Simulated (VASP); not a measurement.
**MgS (Niningerite): single point with r2SCAN50**

MgS (Niningerite):

```
S Mg
1.0
     0.00000    2.60165    2.60165
     2.60165    0.00000    2.60165
     2.60165    2.60165    0.00000
S Mg
1 1
Direct
  0.50000 0.50000 0.50000
  0.00000 0.00000 0.00000
```

| Quantity | Value |
| --- | --- |
| Program | VASP 6.6.1 |
| Task | single point |
| Functional | r2SCAN50 |
| Potentials or basis | VASP PAW PBE potentials, release 64 (S, Mg) |
| Cutoff | 520 eV |
| k mesh | 5 × 5 × 5 |
| Occupations | fermi-dirac, width 0.05 eV |
| Spin | no spin polarisation |

```json
{"Pressure": "-2.1 GPa", "Band gap on the k mesh": "6.89 eV, indirect (least direct gap 7.58 eV)"}
```

Levels at points of the mesh, in eV from the valence-band top:
```tsv
k point	band 1	band 2	band 3	band 4	band 5	band 6	band 7	band 8
(0.00, 0.00, 0.00)	-15.44	0.00	0.00	0.00	7.58	11.93	11.93	11.93
```

Wall time 17 min on 1 thread of AMD EPYC 7R13 Processor (Zen 3), with other jobs on the host, peak memory 0.13 GiB.

Caveat: the PAW data sets were made with another functional, which shifts forces and pressure a little. A k mesh can miss the band edges.
